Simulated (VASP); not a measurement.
Set up this calculation in VASP 6.6.1, as the native input.

* Task: single point
* Functional: LDA
* Potentials or basis: VASP PAW LDA potentials, release 64 (Hf_pv, O)
* Cutoff: 520 eV
* k mesh: 5 × 7 × 3
* Occupations: gaussian, width 0.05 eV
* Spin: no spin polarisation
* Dipole correction: no
* Further INCAR settings: ALGO = Normal; EDIFF = 1e-06; NBANDS = 56

The structure of HfO2 lies in POSCAR:

```
HfO2
1.0
    0.0000000000     -4.7888991458      0.0000000000
    0.0000000000      0.0000000000     -3.1858186391
    9.5777982917      0.0000000000      0.0000000000
Hf O
4 8
Direct
    0.0000000000      0.0000000000      0.5000000000
    0.0000000000      0.0000000000      0.0000000000
    0.5000000000      0.5000000000      0.2500000000
    0.5000000000      0.5000000000      0.7500000000
    0.1951075729      0.5000000000      0.0975537865
    0.1951075729      0.5000000000      0.5975537865
    0.6951075729      0.0000000000      0.1524462135
    0.6951075729      0.0000000000      0.6524462135
    0.3048924271      0.0000000000      0.3475537865
    0.3048924271      0.0000000000      0.8475537865
    0.8048924271      0.5000000000      0.4024462135
    0.8048924271      0.5000000000      0.9024462135
```

The input as run:

INCAR

```
ALGO = Normal ; EDIFF = 1E-6
ENCUT = 520 ; ISIF = 2
ISMEAR = 0 ; LASPH = T
LCHARG = F ; LREAL = F
LWAVE = F ; NBANDS = 56
NELM = 80 ; PREC = Accurate
SIGMA = 0.05
```

KPOINTS

```
k-points
0
Gamma
  5 7 3
```

Potentials or basis: VASP PAW LDA potentials, release 64 (Hf_pv, O).

Launch:

```sh
$ cat potpaw_LDA.64/Hf_pv/POTCAR potpaw_LDA.64/O/POTCAR > POTCAR
$ mpirun -np 1 vasp_std > vasp.out
```

It gave:

| Quantity | Value |
| --- | --- |
| Pressure | -2.1 GPa |
| Largest force | 0.043 eV/Å |
| Band gap on the k mesh | 3.83 eV |

Caveat: spin-orbit coupling is left out, which moves the levels of the heavy elements; an odd mesh through Γ misses points on the zone boundary, where band edges can lie.

Run time: 3.9 min on 1 thread of Intel Xeon 8259CL, with other jobs on the host, peak memory 0.28 GiB.
